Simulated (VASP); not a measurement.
# LiH8ClO4 in VASP: single point with r2SCAN+D3(BJ)

Aim: the single point of LiH8ClO4 with r2SCAN+D3(BJ).

Program: VASP 6.6.1. These are calculated values, not measurements. Logs are shortened: lines on timing, memory, paths and dates and some standing lists are left out, and cuts for length are marked.

## Step 1: The cell of the first run

The cell holds a disordered packing, 14 atoms: a = 5.285 Å, b = 5.285 Å, c = 5.285 Å, α = 90.00°, β = 90.00°, γ = 90.00°.

## Step 2: Single point, r2SCAN+D3(BJ)

The input, POSCAR:

```
LiH8ClO4
1.0
    5.2848030000      0.0000000000      0.0000000000
    0.0000000000      5.2848030000      0.0000000000
    0.0000000000      0.0000000000      5.2848030000
O H Li Cl
4 8 1 1
Direct
    0.6762445674      0.3508178262      0.8279215508
   -0.0657291643      1.0568361565      0.4967118385
    0.4869106475      0.0031962247      0.1583277183
    0.9841836068      0.7525420439      0.9889678508
    0.5545239975      0.4181004621      0.7037737612
    0.7804751186      0.2347004725      0.7276186648
    0.0588656659      1.1888070097      0.4599015081
    0.0182303118      0.8984334392      0.4521490822
    0.5342148121      0.1283073846      0.0299180856
    0.6298008678      0.0083004078      0.2739813024
    0.9836906503      0.8629938808      0.8433012857
    0.8806474178      0.6088144168      0.9354574949
    0.3241284993      0.6878572642      0.0902912496
    0.2623401016      0.5538928109      0.4969308070
```

The input, INCAR.step1:

```
SYSTEM = LiH8ClO4
  PREC = Accurate
  ENCUT = 1100
  ISMEAR = -1
  SIGMA = 0.02
  LREAL = .FALSE.
  LASPH = .TRUE.
  NELM = 120
  NBANDS = 34
  GGA = PE
  ALGO = Normal
  EDIFF = 1E-5
  LWAVE = .TRUE.
  LCHARG = .FALSE.
  GGA_COMPAT = .FALSE.
```

The input, INCAR.step2:

```
SYSTEM = LiH8ClO4
  PREC = Accurate
  ENCUT = 1100
  EDIFF = 1E-6
  ISMEAR = -1
  SIGMA = 0.02
  LREAL = .FALSE.
  LASPH = .TRUE.
  NELM = 120
  ALGO = Normal
  ISIF = 2
  LWAVE = .FALSE.
  LCHARG = .FALSE.
  METAGGA = R2SCAN
  LMIXTAU = .TRUE.
  IVDW = 12
  VDW_S6 = 1.0
  VDW_S8 = 0.78981345
  VDW_A1 = 0.49484001
  VDW_A2 = 5.73083694
  NBANDS = 34
  ISTART = 1
  GGA_COMPAT = .FALSE.
```

The input, KPOINTS:

```
Automatic mesh
0
G
  1 1 1
  0 0 0
```

Potentials or basis: VASP PAW PBE potentials, release 64 (O_h, H_h, Li_sv, Cl).

Command:

```bash
cat potpaw_PBE.64/O_h/POTCAR potpaw_PBE.64/H_h/POTCAR potpaw_PBE.64/Li_sv/POTCAR potpaw_PBE.64/Cl/POTCAR > POTCAR
cp INCAR.step1 INCAR
mpirun -np 1 vasp_gam > vasp.out
cp INCAR.step2 INCAR
mpirun -np 1 vasp_gam > vasp.out
```

OUTCAR:

```text
SYSTEM = LiH8ClO4
   PREC = Accurate
   ENCUT = 1100
   EDIFF = 1E-6
   ISMEAR = -1
   LREAL = .FALSE.
   LASPH = .TRUE.
   NELM = 120
   ISIF = 2
   METAGGA = R2SCAN
   IVDW = 12
   ISTART = 1
 IVDW          = 12

 ion  position               nearest neighbor table
   1  0.676  0.351  0.828-   6 0.98   5 0.99
   2  0.934  0.057  0.497-   8 0.98   7 0.98
   3  0.487  0.003  0.158-  10 0.97   9 0.98  13 1.91
   4  0.984  0.753  0.989-  11 0.97  12 0.98  13 1.91
   5  0.555  0.418  0.704-   1 0.99
   6  0.780  0.235  0.728-   1 0.98
   7  0.059  0.189  0.460-   2 0.98
   8  0.018  0.898  0.452-   2 0.98
   9  0.534  0.128  0.030-   3 0.98
  10  0.630  0.008  0.274-   3 0.97
  11  0.984  0.863  0.843-   4 0.97
  12  0.881  0.609  0.935-   4 0.98
  13  0.324  0.688  0.090-   4 1.91   3 1.91  14 2.29
  14  0.262  0.554  0.497-  13 2.29

  LATTYP: Found a simple cubic cell.
 ALAT       =     5.2848030000

  Lattice vectors:

 A1 = (   5.2848030000,   0.0000000000,   0.0000000000)
 A2 = (   0.0000000000,   5.2848030000,   0.0000000000)
 A3 = (   0.0000000000,   0.0000000000,   5.2848030000)

Analysis of symmetry for initial positions (statically):
=====================================================================
 Subroutine PRICEL returns:
 Original cell was already a primitive cell.

 Routine SETGRP: Setting up the symmetry group for a
 simple cubic supercell.

 Subroutine GETGRP returns: Found  1 space group operations
 (whereof  1 operations were pure point group operations)
 out of a pool of 48 trial point group operations.

The static configuration has the point symmetry C_1 .

Analysis of symmetry for dynamics (positions and initial velocities):
=====================================================================
 Subroutine PRICEL returns:
 Original cell was already a primitive cell.

 Routine SETGRP: Setting up the symmetry group for a
 simple cubic supercell.

 Subroutine GETGRP returns: Found  1 space group operations
 (whereof  1 operations were pure point group operations)
 out of a pool of 48 trial point group operations.

The dynamic configuration has the point symmetry C_1 .

 Subroutine INISYM returns: Found  1 space group operations
 (whereof  1 operations are pure point group operations),
 and found     1 'primitive' translations

----------------------------------------------------------------------------------------

                                     Primitive cell

  volume of cell :     147.6000

  direct lattice vectors                    reciprocal lattice vectors
     5.284803000  0.000000000  0.000000000     0.189221812  0.000000000  0.000000000
     0.000000000  5.284803000  0.000000000     0.000000000  0.189221812  0.000000000
     0.000000000  0.000000000  5.284803000     0.000000000  0.000000000  0.189221812

  length of vectors
     5.284803000  5.284803000  5.284803000     0.189221812  0.189221812  0.189221812

  position of ions in fractional coordinates (direct lattice)
     0.676244567  0.350817826  0.827921551
     0.934270836  0.056836156  0.496711838
     0.486910647  0.003196225  0.158327718
     0.984183607  0.752542044  0.988967851
     0.554523997  0.418100462  0.703773761
     0.780475119  0.234700473  0.727618665
     0.058865666  0.188807010  0.459901508
     0.018230312  0.898433439  0.452149082
     0.534214812  0.128307385  0.029918086
     0.629800868  0.008300408  0.273981302
     0.983690650  0.862993881  0.843301286
     0.880647418  0.608814417  0.935457495
     0.324128499  0.687857264  0.090291250
     0.262340102  0.553892811  0.496930807

  ion indices of the primitive-cell ions
   primitive index   ion index
                 1           1
                 2           2
                 3           3
                 4           4
                 5           5
                 6           6
                 7           7
                 8           8
                 9           9
                10          10
                11          11
                12          12
                13          13
                14          14

----------------------------------------------------------------------------------------

 KPOINTS: Automatic mesh

Automatic generation of k-mesh.
 Grid dimensions read from file:
 generate k-points for:    1    1    1

 Generating k-lattice:

  Cartesian coordinates                     Fractional coordinates (reciprocal lattice)
     0.189221812  0.000000000  0.000000000     1.000000000  0.000000000  0.000000000
     0.000000000  0.189221812  0.000000000     0.000000000  1.000000000  0.000000000
     0.000000000  0.000000000  0.189221812     0.000000000  0.000000000  1.000000000

  Length of vectors
     0.189221812  0.189221812  0.189221812

  Shift w.r.t. Gamma in fractional coordinates (k-lattice)
     0.000000000  0.000000000  0.000000000

 Subroutine IBZKPT returns following result:
 ===========================================

 Found      1 irreducible k-points:

 Following reciprocal coordinates:
            Coordinates               Weight
  0.000000  0.000000  0.000000      1.000000
   k-points           NKPTS =      1   k-points in BZ     NKDIM =      1   number of bands    NBANDS=     34
   number of dos      NEDOS =    301   number of ions     NIONS =     14
   total plane-waves  NPLWV = 216000
   dimension x,y,z NGX =    60 NGY =   60 NGZ =   60
   dimension x,y,z NGXF=   120 NGYF=  120 NGZF=  120
   ions per type =               4   8   1   1
   NGX,Y,Z   is equivalent  to a cutoff of  18.87, 18.87, 18.87 a.u.
   NGXF,Y,Z  is equivalent  to a cutoff of  37.75, 37.75, 37.75 a.u.
 SYSTEM =  LiH8ClO4
   PREC   = accura    normal or accurate (medium, high low for compatibility)
   ISTART =      1    job   : 0-new  1-cont  2-samecut
   ICHARG =      0    charge: 1-file 2-atom 10-const
   ISPIN  =      1    spin polarized calculation?
   LNONCOLLINEAR =      F non collinear calculations
   LSORBIT =      F    spin-orbit coupling
   LASPH  =      T    aspherical Exc in radial PAW
   ENCUT  = 1100.0 eV  80.85 Ry    8.99 a.u.  14.29 14.29 14.29*2*pi/ulx,y,z
   NELM   =    120;   NELMIN=  2; NELMDL=  0     # of ELM steps
   EDIFF  = 0.1E-05   stopping-criterion for ELM
   LREAL  =      F    real-space projection
   EDIFFG = 0.1E-04   stopping-criterion for IOM
   NSW    =      0    number of steps for IOM
   IBRION =     -1    ionic relax: 0-MD 1-quasi-New 2-CG
   NFREE  =      0    steps in history (QN), initial steepest desc. (CG)
   ISIF   =      2    stress and relaxation
   ISYM   =      2    0-nonsym 1-usesym 2-fastsym
   POTIM  = 0.5000    time-step for ionic-motion
   TEBEG  =    0.0;   TEEND  =   0.0 temperature during run
   PSTRESS=    0.0 pullay stress
   NELECT =      42.0000    total number of electrons
   NUPDOWN=      -1.0000    fix difference up-down
   EMIN   =  10.00;   EMAX   =-10.00  energy-range for DOS
   EFERMI =   0.00;   METHOD = LEGACY
   ISMEAR =    -1;   SIGMA  =   0.02  broadening in eV -4-tet -1-fermi 0-gaus
   EFERMI_NEDOS =   21; number of points for ismear=-14 and -15
   IALGO  =     38    algorithm
   IMIX   =      4    mixing-type and parameters
     AMIX     =   0.40;   BMIX     =  1.00
     AMIX_MAG =   1.60;   BMIX_MAG =  1.00
  volume/ion in A,a.u.               =      10.54        71.15
  Fermi-wavevector in a.u.,A,eV,Ry     =   1.076785  2.034829 15.775501  1.159467
  Thomas-Fermi vector in A             =   2.212679
   LORBIT       =      0    0 simple, 1 ext, 2 COOP (PROOUT), +10 PAW based schemes
   METAGGA = R2SCAN    functional components
   LHFCALC =     F    Hartree Fock is set to
   AEXX    =    0.0000 exact exchange contribution
   IVDW    =    12    specifies the selected vdW correction
   LEPSILON=     F    determine dielectric tensor
   LRPA    =     F    only Hartree local field effects (RPA)
 non-spin polarized calculation
  energy-cutoff  :     1100.00
  volume of cell :      147.60
 maximum number of plane-waves:      6099
 NGX is ok and might be reduce to    60
   NGX = 29   NGY = 29   NGZ = 29

 number of electron      42.0000001 magnetization

 Free energy of the ion-electron system (eV)
  ---------------------------------------------------
  ext. energy  EPLUGINS =         0.00000000
  ---------------------------------------------------
  free energy    TOTEN  =       -75.91852911 eV

  energy without entropy =      -75.91852911  energy(sigma->0) =      -75.91852911

 E-fermi :  -1.9869     XC(G=0):  -7.7134

 val. band max:       -2.6182972988   @ k =   0.0000   0.0000   0.0000
 cond. band min:       2.8589426378   @ k =   0.0000   0.0000   0.0000
 fundamental gap:      5.4772399366
 Fermi energy:        -1.9869032859

 k-point     1 :       0.0000    0.0000    0.0000
  band No.  band energies     occupation
      1     -46.6620      2.00000
      2     -22.9899      2.00000
      3     -22.4442      2.00000
      4     -22.3822      2.00000
      5     -22.0574      2.00000
      6     -15.2624      2.00000
[... 25 lines left out ...]
     32      10.0737      0.00000
     33      10.3945      0.00000
 [bands above 33 left out]

------------------------ aborting loop because EDIFF is reached ----------------------------------------

 Edisp (eV)   -0.37992

 E8    (eV) :    -0.0716

  FORCE on cell =-STRESS in cart. coord.  units (eV):
  Direction    XX          YY          ZZ          XY          YZ          ZX
  --------------------------------------------------------------------------------------
  -------------------------------------------------------------------------------------
  Total       0.67626    -0.08470     0.17769    -0.56818    -0.53328    -0.43287
  in kB       7.34071    -0.91938     1.92876    -6.16748    -5.78872    -4.69871
  external pressure =        2.78 kB  Pullay stress =        0.00 kB

 VOLUME and BASIS-vectors are now :
 -----------------------------------------------------------------------------
  energy-cutoff  :     1100.00
  volume of cell :      147.60
      direct lattice vectors                 reciprocal lattice vectors
     5.284803000  0.000000000  0.000000000     0.189221812  0.000000000  0.000000000
     0.000000000  5.284803000  0.000000000     0.000000000  0.189221812  0.000000000
     0.000000000  0.000000000  5.284803000     0.000000000  0.000000000  0.189221812

 POSITION                                       TOTAL-FORCE (eV/Angst)
 -----------------------------------------------------------------------------------
      3.57382      1.85400      4.37540         0.023142      0.065813     -0.010161
      4.93744      0.30037      2.62502         0.071531      0.022235      0.004253
      2.57323      0.01689      0.83673         0.010870     -0.027100     -0.026778
      5.20122      3.97704      5.22650         0.083438     -0.004293      0.013656
      2.93055      2.20958      3.71931        -0.057049     -0.006993     -0.039290
      4.12466      1.24035      3.84532        -0.072308      0.031432      0.034385
      0.31109      0.99781      2.43049        -0.003301      0.032984     -0.019946
      0.09634      4.74804      2.38952         0.035950     -0.057615     -0.001455
      2.82322      0.67808      0.15811         0.015817     -0.006858      0.072535
      3.32837      0.04387      1.44794        -0.059211     -0.043499     -0.022186
      5.19861      4.56075      4.45668        -0.031897      0.005752     -0.073531
      4.65405      3.21746      4.94371        -0.033290     -0.047458     -0.024875
      1.71296      3.63519      0.47717         0.018112      0.060987      0.094574
      1.38642      2.92721      2.62618        -0.001803     -0.025386     -0.001181
 -----------------------------------------------------------------------------------
    total drift:                                0.010914      0.020467      0.021808

  FREE ENERGIE OF THE ION-ELECTRON SYSTEM (eV)
  ---------------------------------------------------
  free  energy   TOTEN  =       -76.2984455288 eV

  energy  without entropy=      -76.2984455288  energy(sigma->0) =      -76.29844553
```

Wall time 83 s (1 thread of Intel Xeon 6975P-C (Granite Rapids), shared host); peak memory 0.54 GiB.

Results:

```
Free energy                : -76.2984 eV
Pressure                   : 0.3 GPa
Largest force              : 0.114 eV/Å
Dispersion energy per atom : -0.027 eV
```

Forces on the atoms (eV/Å):
```
O    0.023  0.066 -0.010
O    0.072  0.022  0.004
O    0.011 -0.027 -0.027
O    0.083 -0.004  0.014
H   -0.057 -0.007 -0.039
H   -0.072  0.031  0.034
H   -0.003  0.033 -0.020
H    0.036 -0.058 -0.001
H    0.016 -0.007  0.073
H   -0.059 -0.043 -0.022
H   -0.032  0.006 -0.074
H   -0.033 -0.047 -0.025
Li   0.018  0.061  0.095
Cl  -0.002 -0.025 -0.001
```

Stress tensor (GPa, compression positive):
```
 0.73 -0.62 -0.47
-0.62 -0.09 -0.58
-0.47 -0.58  0.19
```

Caveat: the k points lie up to 1.19 Å⁻¹ apart, too coarse for converged energies, forces and pressures; the PAW data sets were made with another functional, which shifts forces and pressure a little.
